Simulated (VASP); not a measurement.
KOs4C4: single point with PBE

The system is KOs4C4.

```
K Os C
1.0
     5.02121    0.00000    0.00000
    -2.51061    4.34850    0.00000
     0.00000    0.00000    7.79365
K Os C
1 4 4
Direct
  0.00000 0.00000 0.00000
  0.33333 0.66667 0.00738
  0.66667 0.33333 0.99262
  0.33333 0.66667 0.55785
  0.66667 0.33333 0.44215
  0.50000 0.00000 0.00000
  0.00000 0.50000 0.00000
  0.50000 0.50000 0.00000
  0.00000 0.00000 0.50000
```

The cell was generated, and may not be a known phase.

| Item | Value |
| --- | --- |
| Program | VASP 6.6.1 |
| Task | single point |
| Functional | PBE |
| Potentials or basis | VASP PAW PBE potentials, release 64 (K_sv, Os, C) |
| Cutoff | 520 eV |
| k mesh | 6 × 6 × 2 |
| Occupations | gaussian, width 0.1 eV |
| Spin | no spin polarisation |

The pressure is 102.7 GPa. The largest force is 3.723 eV/Å and the band gap on the k mesh is zero (an odd number of electrons rules out a gap without spin polarisation).

Forces in eV/Å, atoms in the order of the input:
```
K    0.000  0.000  0.000
Os   0.000  0.000  3.723
Os   0.000  0.000 -3.723
Os   0.000  0.000 -2.062
Os   0.000  0.000  2.062
C    0.000  0.000  0.000
C    0.000  0.000  0.000
C    0.000  0.000  0.000
C    0.000  0.000  0.000
```

Stress tensor (GPa, compression positive):
```
159.81   0.00   0.00
  0.00 159.81   0.00
  0.00   0.00 -11.49
```

Levels at points of the mesh, in eV from the Fermi level:
```csv
k point,band 26,band 27,band 28,band 29,band 30,band 31
"(0.00, 0.00, 0.00)",-0.62,-0.30,-0.20,-0.20,0.08,0.24
"(0.50, 0.00, 0.00)",-0.73,-0.61,-0.20,0.20,0.21,0.46
"(0.00, 0.00, 0.50)",-0.72,-0.57,0.04,0.04,0.12,0.12
"(0.50, 0.00, 0.50)",-0.84,-0.73,-0.28,-0.07,0.19,0.22
```

Run time: 5.4 min on 1 thread of Intel Xeon 8259CL (shared host), peak memory 0.35 GiB.

Caveat: the k points lie up to 0.40 Å⁻¹ apart, too coarse for converged energies and pressures of a metal; atoms lie so close that the PAW spheres overlap strongly, which falsifies energies and pressures; spin-orbit coupling is left out, which moves the levels of the heavy elements; forces of over 1 eV/Å act on the atoms, so gaps and moduli don't describe the material at rest.
